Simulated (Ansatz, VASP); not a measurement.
## Ta2Ti: VASP beside Ansatz

```xyz
6
Lattice="0.0000 3.8541 3.8541 3.8541 0.0000 3.8541 3.8541 3.8541 0.0000" Properties=species:S:1:pos:R:3 pbc="T T T"
Ti    3.8541    3.8541    3.8541
Ti    5.7811    5.7811    5.7811
Ta    0.9635    0.9635    0.9635
Ta    0.9635    2.8905    2.8905
Ta    2.8905    2.8905    0.9635
Ta    2.8905    0.9635    2.8905
```

Alike in both runs: functional PBE; k mesh 8 × 8 × 8; occupations gaussian, width 0.1 eV; no spin polarisation.

Ansatz relaxed the structure, and its values are those at the end. VASP's run is a single point on that final structure, the one shown.

```csv
,VASP,Ansatz
version,VASP 6.6.1,Ansatz 0.2.0
potentials or method,"VASP PAW PBE potentials, release 64 (Ti_sv, Ta_pv), cutoff 520 eV","scalar-relativistic, plane waves, PAW"
valence electrons in the cell,68,76
```

```csv
,VASP,Ansatz,Ansatz less VASP
gap on the k mesh at the Fermi level (eV),none,none,-
pressure (GPa),0.1,0.0,-0.13
```

A gap of «none» marks a metal or a gap that the smearing closes. With one functional, cell and mesh, what is left measures potentials, basis and numerics. VASP's potentials hold 68 valence electrons a cell and Ansatz's 76, so a difference there can come from the potentials and not from the codes.

Neither program's run includes spin-orbit coupling.
